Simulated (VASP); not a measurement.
# AlRu (Pm-3m) in VASP: notebook

Aim: see how the results for AlRu move with the level of theory and the settings. Levels: r2SCAN, PBE. Tasks: single point.

Everything below comes from runs of VASP 6.6.1. Logs are shortened: lines on timing, memory, paths and dates and some standing lists are left out, and cuts for length are marked.

### Step 1. The cell of the first run

It takes space group Pm-3m (No. 221, cubic). The conventional cell has a = 3.003 Å, b = 3.003 Å, c = 3.003 Å, α = 90.00°, β = 90.00°, γ = 90.00°. Al (site symmetry m-3m) has 8 Ru at 2.60 Å and 6 Al at 3.00 Å within 3.4 Å. Within 3.4 Å of Ru (site symmetry m-3m) lie 8 Al at 2.60 Å and 6 Ru at 3.00 Å.

### Step 2. Single point, r2SCAN

POSCAR

```
AlRu
1.0
    0.0000000000      6.0068828234      6.0068828234
    6.0068828234      0.0000000000      6.0068828234
    6.0068828234      6.0068828234      0.0000000000
Al Ru
16 16
Direct
    0.0000000000      0.0000000000      0.0000000000
    0.2500000000      0.2500000000      0.2500000000
    0.0000000000      0.0000000000      0.5000000000
    0.2500000000      0.2500000000      0.7500000000
    0.0000000000      0.5000000000      0.0000000000
    0.2500000000      0.7500000000      0.2500000000
    0.0000000000      0.5000000000      0.5000000000
    0.2500000000      0.7500000000      0.7500000000
    0.5000000000      0.0000000000      0.0000000000
    0.7500000000      0.2500000000      0.2500000000
    0.5000000000      0.0000000000      0.5000000000
    0.7500000000      0.2500000000      0.7500000000
    0.5000000000      0.5000000000      0.0000000000
    0.7500000000      0.7500000000      0.2500000000
    0.5000000000      0.5000000000      0.5000000000
    0.7500000000      0.7500000000      0.7500000000
    0.1250000000      0.1250000000      0.1250000000
    0.3750000000      0.3750000000      0.3750000000
    0.1250000000      0.1250000000      0.6250000000
    0.3750000000      0.3750000000      0.8750000000
    0.1250000000      0.6250000000      0.1250000000
    0.3750000000      0.8750000000      0.3750000000
    0.1250000000      0.6250000000      0.6250000000
    0.3750000000      0.8750000000      0.8750000000
    0.6250000000      0.1250000000      0.1250000000
    0.8750000000      0.3750000000      0.3750000000
    0.6250000000      0.1250000000      0.6250000000
    0.8750000000      0.3750000000      0.8750000000
    0.6250000000      0.6250000000      0.1250000000
    0.8750000000      0.8750000000      0.3750000000
    0.6250000000      0.6250000000      0.6250000000
    0.8750000000      0.8750000000      0.8750000000
```

INCAR.step1

```
SYSTEM = AlRu
  PREC = Accurate
  ENCUT = 520
  ISMEAR = 1
  SIGMA = 0.1
  LREAL = Auto
  LASPH = .TRUE.
  NELM = 80
  NBANDS = 158
  GGA = PE
  ALGO = Normal
  EDIFF = 1E-4
  LWAVE = .TRUE.
  LCHARG = .FALSE.
```

INCAR.step2

```
SYSTEM = AlRu
  PREC = Accurate
  ENCUT = 520
  EDIFF = 1E-6
  ISMEAR = 1
  SIGMA = 0.1
  LREAL = Auto
  LASPH = .TRUE.
  NELM = 80
  ALGO = Normal
  ISIF = 2
  LWAVE = .FALSE.
  LCHARG = .FALSE.
  METAGGA = R2SCAN
  LMIXTAU = .TRUE.
  NBANDS = 158
  ISTART = 1
```

KPOINTS

```
Automatic mesh
0
G
  2 2 2
  0 0 0
```

Potentials or basis: VASP PAW PBE potentials, release 64 (Al, Ru_pv).

The run is started by

```bash
> cat potpaw_PBE.64/Al/POTCAR potpaw_PBE.64/Ru_pv/POTCAR > POTCAR
> cp INCAR.step1 INCAR
> mpirun -np 1 vasp_std > vasp.out
> cp INCAR.step2 INCAR
> mpirun -np 1 vasp_std > vasp.out
```

OUTCAR:

```text
SYSTEM = AlRu
   PREC = Accurate
   ENCUT = 520
   EDIFF = 1E-6
   ISMEAR = 1
   LREAL = Auto
   LASPH = .TRUE.
   NELM = 80
   ISIF = 2
   METAGGA = R2SCAN
   ISTART = 1

 ion  position               nearest neighbor table
   1  0.000  0.000  0.000-  17 2.60  32 2.60  21 2.60  24 2.60  25 2.60  28 2.60  30 2.60  19 2.60
                             8 3.00  10 3.00  12 3.00  14 3.00   4 3.00   6 3.00
   2  0.250  0.250  0.250-  17 2.60  18 2.60  19 2.60  20 2.60  21 2.60  22 2.60  25 2.60  26 2.60
                             7 3.00   9 3.00  11 3.00  13 3.00   3 3.00   5 3.00
   3  0.000  0.000  0.500-  19 2.60  30 2.60  22 2.60  23 2.60  26 2.60  27 2.60  17 2.60  32 2.60
                             8 3.00  10 3.00  12 3.00  16 3.00   2 3.00   6 3.00
   4  0.250  0.250  0.750-  19 2.60  20 2.60  17 2.60  18 2.60  23 2.60  24 2.60  27 2.60  28 2.60
                             7 3.00   9 3.00  11 3.00  15 3.00   1 3.00   5 3.00
   5  0.000  0.500  0.000-  21 2.60  28 2.60  17 2.60  23 2.60  26 2.60  20 2.60  29 2.60  32 2.60
                             8 3.00  10 3.00  14 3.00  16 3.00   2 3.00   4 3.00
   6  0.250  0.750  0.250-  21 2.60  22 2.60  17 2.60  18 2.60  23 2.60  24 2.60  29 2.60  30 2.60
                             7 3.00   9 3.00  13 3.00  15 3.00   1 3.00   3 3.00
   7  0.000  0.500  0.500-  23 2.60  26 2.60  21 2.60  18 2.60  19 2.60  28 2.60  30 2.60  31 2.60
                             6 3.00  12 3.00  14 3.00  16 3.00   2 3.00   4 3.00
   8  0.250  0.750  0.750-  23 2.60  24 2.60  21 2.60  22 2.60  19 2.60  20 2.60  31 2.60  32 2.60
                             5 3.00  11 3.00  13 3.00  15 3.00   1 3.00   3 3.00
   9  0.500  0.000  0.000-  24 2.60  25 2.60  22 2.60  17 2.60  20 2.60  27 2.60  29 2.60  32 2.60
[... 33 lines left out ...]
  26  0.875  0.375  0.375-   7 2.60  10 2.60   5 2.60   2 2.60   3 2.60  12 2.60  14 2.60  15 2.60
                            17 3.00  19 3.00  21 3.00  27 3.00  29 3.00  31 3.00
  27  0.625  0.125  0.625-  11 2.60  12 2.60   9 2.60  10 2.60   3 2.60   4 2.60  15 2.60  16 2.60
                            18 3.00  20 3.00  24 3.00  26 3.00  30 3.00  32 3.00
  28  0.875  0.375  0.875-   5 2.60  12 2.60   1 2.60   7 2.60  10 2.60   4 2.60  13 2.60  16 2.60
                            17 3.00  19 3.00  23 3.00  25 3.00  29 3.00  31 3.00
  29  0.625  0.625  0.125-  13 2.60  14 2.60   9 2.60  10 2.60   5 2.60   6 2.60  15 2.60  16 2.60
                            18 3.00  22 3.00  24 3.00  26 3.00  28 3.00  32 3.00
  30  0.875  0.875  0.375-   3 2.60  14 2.60   6 2.60   7 2.60  10 2.60  11 2.60   1 2.60  16 2.60
                            17 3.00  21 3.00  23 3.00  25 3.00  27 3.00  31 3.00
  31  0.625  0.625  0.625-  15 2.60  16 2.60  11 2.60  12 2.60  13 2.60  14 2.60   7 2.60   8 2.60
                            20 3.00  22 3.00  24 3.00  26 3.00  28 3.00  30 3.00
  32  0.875  0.875  0.875-   1 2.60  16 2.60   5 2.60   8 2.60   9 2.60  12 2.60  14 2.60   3 2.60
                            19 3.00  21 3.00  23 3.00  25 3.00  27 3.00  29 3.00

  LATTYP: Found a face centered cubic cell.
 ALAT       =    12.0137656468

  Lattice vectors:

 A1 = (   0.0000000000,   6.0068828234,   6.0068828234)
 A2 = (   6.0068828234,   0.0000000000,   6.0068828234)
 A3 = (   6.0068828234,   6.0068828234,   0.0000000000)

Analysis of symmetry for initial positions (statically):
=====================================================================
 Subroutine PRICEL returns following result:

  LATTYP: Found a simple cubic cell.
 ALAT       =     3.0034414117

  Lattice vectors:

 A1 = (  -3.0034414117,   0.0000000000,   0.0000000000)
 A2 = (   0.0000000000,   0.0000000000,   3.0034414117)
 A3 = (   0.0000000000,   3.0034414117,   0.0000000000)

  16 primitive cells build up your supercell.

 Routine SETGRP: Setting up the symmetry group for a
 face centered cubic supercell.

 Subroutine GETGRP returns: Found 48 space group operations
 (whereof 48 operations were pure point group operations)
 out of a pool of 48 trial point group operations.

The static configuration has the point symmetry O_h .

Analysis of symmetry for dynamics (positions and initial velocities):
=====================================================================
 Subroutine PRICEL returns following result:

  LATTYP: Found a simple cubic cell.
 ALAT       =     3.0034414117

  Lattice vectors:

 A1 = (  -3.0034414117,   0.0000000000,   0.0000000000)
 A2 = (   0.0000000000,   0.0000000000,   3.0034414117)
 A3 = (   0.0000000000,   3.0034414117,   0.0000000000)

  16 primitive cells build up your supercell.

 Routine SETGRP: Setting up the symmetry group for a
 face centered cubic supercell.

 Subroutine GETGRP returns: Found 48 space group operations
 (whereof 48 operations were pure point group operations)
 out of a pool of 48 trial point group operations.

The dynamic configuration has the point symmetry O_h .

 Subroutine INISYM returns: Found 48 space group operations
[... 35 lines left out ...]

  Cartesian coordinates                     Fractional coordinates (reciprocal lattice)
    -0.041618924  0.041618924  0.041618924     0.500000000  0.000000000  0.000000000
     0.041618924 -0.041618924  0.041618924     0.000000000  0.500000000  0.000000000
     0.041618924  0.041618924 -0.041618924     0.000000000  0.000000000  0.500000000

  Length of vectors
     0.072086091  0.072086091  0.072086091

  Shift w.r.t. Gamma in fractional coordinates (k-lattice)
     0.000000000  0.000000000  0.000000000

 Subroutine IBZKPT returns following result:
 ===========================================

 Found      3 irreducible k-points:

 Following reciprocal coordinates:
            Coordinates               Weight
  0.000000  0.000000  0.000000      1.000000
  0.500000  0.000000  0.000000      4.000000
  0.500000  0.500000  0.000000      3.000000
   k-points           NKPTS =      3   k-points in BZ     NKDIM =      3   number of bands    NBANDS=    158
   number of dos      NEDOS =    301   number of ions     NIONS =     32
   total plane-waves  NPLWV = 262144
   dimension x,y,z NGX =    64 NGY =   64 NGZ =   64
   dimension x,y,z NGXF=   128 NGYF=  128 NGZF=  128
   ions per type =              16  16
   NGX,Y,Z   is equivalent  to a cutoff of  12.52, 12.52, 12.52 a.u.
   NGXF,Y,Z  is equivalent  to a cutoff of  25.05, 25.05, 25.05 a.u.
 SYSTEM =  AlRu
   PREC   = accura    normal or accurate (medium, high low for compatibility)
   ISTART =      1    job   : 0-new  1-cont  2-samecut
   ICHARG =      0    charge: 1-file 2-atom 10-const
   ISPIN  =      1    spin polarized calculation?
   LNONCOLLINEAR =      F non collinear calculations
   LSORBIT =      F    spin-orbit coupling
   LASPH  =      T    aspherical Exc in radial PAW
   ENCUT  =  520.0 eV  38.22 Ry    6.18 a.u.  15.80 15.80 15.80*2*pi/ulx,y,z
   NELM   =     80;   NELMIN=  2; NELMDL=  0     # of ELM steps
   EDIFF  = 0.1E-05   stopping-criterion for ELM
   LREAL  =      T    real-space projection
   EDIFFG = 0.1E-04   stopping-criterion for IOM
   NSW    =      0    number of steps for IOM
   IBRION =     -1    ionic relax: 0-MD 1-quasi-New 2-CG
   NFREE  =      0    steps in history (QN), initial steepest desc. (CG)
   ISIF   =      2    stress and relaxation
   ISYM   =      2    0-nonsym 1-usesym 2-fastsym
   POTIM  = 0.5000    time-step for ionic-motion
   TEBEG  =    0.0;   TEEND  =   0.0 temperature during run
   PSTRESS=    0.0 pullay stress
   NELECT =     272.0000    total number of electrons
   NUPDOWN=      -1.0000    fix difference up-down
   EMIN   =  10.00;   EMAX   =-10.00  energy-range for DOS
   EFERMI =   0.00;   METHOD = LEGACY
   ISMEAR =     1;   SIGMA  =   0.10  broadening in eV -4-tet -1-fermi 0-gaus
   EFERMI_NEDOS =   21; number of points for ismear=-14 and -15
   IALGO  =     38    algorithm
   IMIX   =      4    mixing-type and parameters
     AMIX     =   0.40;   BMIX     =  1.00
     AMIX_MAG =   1.60;   BMIX_MAG =  1.00
  volume/ion in A,a.u.               =      13.55        91.42
  Fermi-wavevector in a.u.,A,eV,Ry     =   1.401539  2.648525 26.726096  1.964313
  Thomas-Fermi vector in A             =   2.524391
   LORBIT       =      0    0 simple, 1 ext, 2 COOP (PROOUT), +10 PAW based schemes
   METAGGA = R2SCAN    functional components
   LHFCALC =     F    Hartree Fock is set to
   AEXX    =    0.0000 exact exchange contribution
   IVDW    =     0    specifies the selected vdW correction
   LEPSILON=     F    determine dielectric tensor
   LRPA    =     F    only Hartree local field effects (RPA)
 non-spin polarized calculation
 Methfessel and Paxton  Order N= 1 SIGMA  =   0.10
  energy-cutoff  :      520.00
  volume of cell :      433.49
 maximum number of plane-waves:     11708
 NGX is ok and might be reduce to    64
   NGX = 31   NGY = 31   NGZ = 31

 number of electron     272.0000098 magnetization

 Free energy of the ion-electron system (eV)
  ---------------------------------------------------
  ext. energy  EPLUGINS =         0.00000000
  ---------------------------------------------------
  free energy    TOTEN  =      -538.50818534 eV

  energy without entropy =     -538.50683908  energy(sigma->0) =     -538.50773659

 E-fermi :  10.2372     XC(G=0): -13.5455

 val. band max:       10.1677318171   @ k =   0.5000   0.0000   0.0000
 cond. band min:      10.5788582404   @ k =   0.0000   0.0000   0.0000
 fundamental gap:      0.4111264232
 Fermi energy:        10.2372263457

 k-point     1 :       0.0000    0.0000    0.0000
  band No.  band energies     occupation
      1     -32.8653      2.00000
      2     -32.8653      2.00000
      3     -32.8653      2.00000
      4     -32.8365      2.00000
      5     -32.8365      2.00000
      6     -32.8365      2.00000
[... 442 lines left out ...]
    147      12.7266      0.00000
    148      12.7266      0.00000
 [bands above 148 left out]

------------------------ aborting loop because EDIFF is reached ----------------------------------------

  FORCE on cell =-STRESS in cart. coord.  units (eV):
  Direction    XX          YY          ZZ          XY          YZ          ZX
  --------------------------------------------------------------------------------------
  -------------------------------------------------------------------------------------
  Total      -12.6831570    -12.6831570    -12.6831570     -0.0000000      0.0000000     -0.0000000
  in kB      -46.8770719    -46.8770719    -46.8770719     -0.0000000      0.0000000     -0.0000000
  external PRESSURE =     -46.8770719 kB  Pullay stress =       0.0000000 kB

 VOLUME and BASIS-vectors are now :
 -----------------------------------------------------------------------------
  energy-cutoff  :      520.00
  volume of cell :      433.49
      direct lattice vectors                 reciprocal lattice vectors
     0.000000000  6.006882823  6.006882823    -0.083237848  0.083237848  0.083237848
     6.006882823  0.000000000  6.006882823     0.083237848 -0.083237848  0.083237848
     6.006882823  6.006882823  0.000000000     0.083237848  0.083237848 -0.083237848

 POSITION                                       TOTAL-FORCE (eV/Angst)
 -----------------------------------------------------------------------------------
      0.00000      0.00000      0.00000        -0.000000     -0.000000     -0.000000
      3.00344      3.00344      3.00344         0.000000      0.000000      0.000000
      3.00344      3.00344      0.00000        -0.000000     -0.000000      0.000000
      6.00688      6.00688      3.00344         0.000000     -0.000000     -0.000000
      3.00344      0.00000      3.00344         0.000000     -0.000000      0.000000
      6.00688      3.00344      6.00688         0.000000      0.000000      0.000000
[... 24 lines left out ...]
      7.50860      7.50860      7.50860         0.000000     -0.000000     -0.000000
     10.51204     10.51204     10.51204         0.000000     -0.000000     -0.000000
 -----------------------------------------------------------------------------------
    total drift:                                0.000000      0.000000      0.000000

  FREE ENERGIE OF THE ION-ELECTRON SYSTEM (eV)
  ---------------------------------------------------
  free  energy   TOTEN  =      -538.5081853443 eV

  energy  without entropy=     -538.5068390819  energy(sigma->0) =     -538.50773659
```

Wall time 32 min (1 thread of Intel Xeon Platinum 8259CL at 2.50GHz (Skylake/Cascade Lake), shared host); peak memory 0.71 GiB.

What came out:

```yaml
Free_energy: -538.5082 eV
Pressure: -4.7 GPa
Band_gap_on_the_k_mesh: zero (bands 136 and 137 overlap by 0.54 eV)
```

Levels at points of the mesh, in eV from the Fermi level:
```tsv
k point	band 131	band 132	band 133	band 134	band 135	band 136	band 137	band 138	band 139	band 140
(0.00, 0.00, 0.00)	-1.05	-1.05	-1.05	-1.05	-1.05	0.34	0.34	0.34	0.60	0.60
(0.50, 0.00, 0.00)	-0.28	-0.28	-0.07	-0.07	-0.07	-0.07	-0.07	-0.07	0.41	0.41
(0.50, 0.50, 0.00)	-0.32	-0.32	-0.32	-0.32	0.47	0.47	0.91	0.91	0.91	0.91
```

Caveat: the k points lie up to 0.45 Å⁻¹ apart, too coarse for converged energies and pressures of a metal; the PAW data sets were made with another functional, which shifts forces and pressure a little.

### Step 3. Single point, PBE

INCAR

```
SYSTEM = AlRu
PREC = Accurate
ENCUT = 520
EDIFF = 1E-6
ISMEAR = 1
SIGMA = 0.1
LREAL = Auto
LASPH = .True.
NELM = 100
ALGO = Normal
ISIF = 2
LWAVE = .False.
LCHARG = .False.
GGA = PE
NBANDS = 158
```

KPOINTS

```
Automatic mesh
0
Gamma
  4 4 4
  0 0 0
```

POSCAR is that of step 2.

Potentials or basis: VASP PAW PBE potentials, release 64 (Al, Ru_pv).

The run is started by

```bash
> cat potpaw_PBE.64/Al/POTCAR potpaw_PBE.64/Ru_pv/POTCAR > POTCAR
> mpirun -np 1 vasp_std > vasp.out
```

It took 16 min on 1 thread of Oxide Virtual Turin-like, shared host; peak memory 0.72 GiB.

Results (log left out):

```yaml
Free_energy: -228.1740 eV
Pressure: 0.0 GPa
Band_gap_on_the_k_mesh: zero (bands 136 and 137 overlap by 0.52 eV)
```

Levels at points of the mesh, in eV from the Fermi level:
```
           k point  band 133  band 134  band 135  band 136  band 137  band 138
(0.00, 0.00, 0.00)     -1.21     -1.21     -1.21      0.11      0.11      0.11
(0.50, 0.00, 0.00)     -0.28     -0.28     -0.28     -0.28     -0.28     -0.28
(0.50, 0.50, 0.00)     -0.51     -0.51      0.23      0.23      0.64      0.64
```
